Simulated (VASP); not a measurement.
Al: relaxation of cell and atoms with PBE

Al:

```
CELL_PARAMETERS angstrom
3.91152 0.00000 0.00000
0.00000 3.91152 0.00000
0.00000 0.00000 3.91152
ATOMIC_POSITIONS crystal
Al 0.50000 0.50000 0.00000
Al 0.50000 0.00000 0.50000
Al 0.00000 0.50000 0.50000
```

```yaml
Program: VASP 6.6.1
Task: relaxation of cell and atoms
Functional: PBE
Potentials_or_basis: VASP PAW PBE potentials, release 64 (Al)
Cutoff: 600 eV
k_mesh: 10 × 10 × 10
Occupations: gaussian, width 0.1 eV
Spin: no spin polarisation
Dipole_correction: no
Further_INCAR_settings: ALGO = Normal; EDIFF = 1e-06; IBRION = 2; EDIFFG = -0.025; NSW = 90; ISIF = 3
```

```json
{
 "Pressure after relaxing": "0.1 GPa"
}
```

Final structure:
```
Al
1.0
     3.91152    0.00000    0.00000
     0.00000    3.91152    0.00000
     0.00000    0.00000    3.91152
Al
3
Direct
  0.50000 0.50000 0.00000
  0.50000 0.00000 0.50000
  0.00000 0.50000 0.50000
```

Levels at points of the mesh, in eV from the Fermi level:
```
           k point  band 1  band 2  band 3  band 4  band 5  band 6  band 7  band 8
(0.00, 0.00, 0.00)   -9.87   -1.16   -1.16   -1.16    0.14    0.14    1.59    7.36
(0.50, 0.00, 0.00)   -8.15   -6.64    0.25    0.25    2.10    2.10    2.15    2.30
(0.50, 0.50, 0.00)   -6.32   -5.15   -5.15   -3.20    1.86    3.10    3.10    4.24
(0.50, 0.50, 0.50)   -4.52   -3.36   -3.36   -3.36   -2.21   -2.21   -2.21    1.59
```

Wall time 20 s on 1 thread of Intel Xeon 8259CL, with other jobs on the host, peak memory 0.18 GiB.

Caveat: the relaxation stopped at its first step, so nothing moved.
